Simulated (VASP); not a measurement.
Wanted: the native input for a VASP 6.6.1 run.

| Quantity | Value |
| --- | --- |
| Task | single point |
| Functional | PBE |
| Potentials or basis | VASP PAW PBE potentials, release 64 (Zr_sv, C, N) |
| Cutoff | 520 eV |
| k mesh | 8 × 8 × 8 |
| Occupations | gaussian, width 0.1 eV |
| Spin | no spin polarisation |
| Dipole correction | no |
| Further INCAR settings | ALGO = Normal; EDIFF = 1e-06; NBANDS = 36 |

The structure of Zr3CN3 lies in POSCAR:

```
Zr3CN3
1.0
    4.5510305199      0.0000000000      0.0000000000
    0.0000000000      4.5510305199      0.0000000000
    0.0000000000      0.0000000000      4.5510305199
Zr C N
3 1 3
Direct
    0.5000000000      0.0000000000      0.0000000000
    0.0000000000      0.5000000000      0.0000000000
    0.0000000000      0.0000000000      0.5000000000
    0.0000000000      0.0000000000      0.0000000000
    0.0000000000      0.5000000000      0.5000000000
    0.5000000000      0.0000000000      0.5000000000
    0.5000000000      0.5000000000      0.0000000000
```

These files were run (other wordings do the same):

INCAR

```
SYSTEM = Zr3CN3
PREC = Accurate ; ENCUT = 520
EDIFF = 1E-6 ; ISMEAR = 0
SIGMA = 0.1 ; LREAL = .FALSE.
LASPH = .TRUE. ; NELM = 100
ALGO = Normal ; ISIF = 2
LWAVE = .FALSE. ; LCHARG = .TRUE.
GGA = PE ; LELF = .TRUE.
LVHAR = .TRUE. ; NBANDS = 36
```

KPOINTS

```
regular mesh
0
G
  8 8 8
  0 0 0
```

Potentials or basis: VASP PAW PBE potentials, release 64 (Zr_sv, C, N).

Command:

```bash
$ cat potpaw_PBE.64/Zr_sv/POTCAR potpaw_PBE.64/C/POTCAR potpaw_PBE.64/N/POTCAR > POTCAR
$ mpirun -np 1 vasp_std > vasp.out
```

It gave:

- Pressure: 0.2 GPa

Run time: 50 s on 1 thread of Intel(R) Xeon(R) 6975P-C (Granite Rapids), on a shared host, peak memory 0.25 GiB.
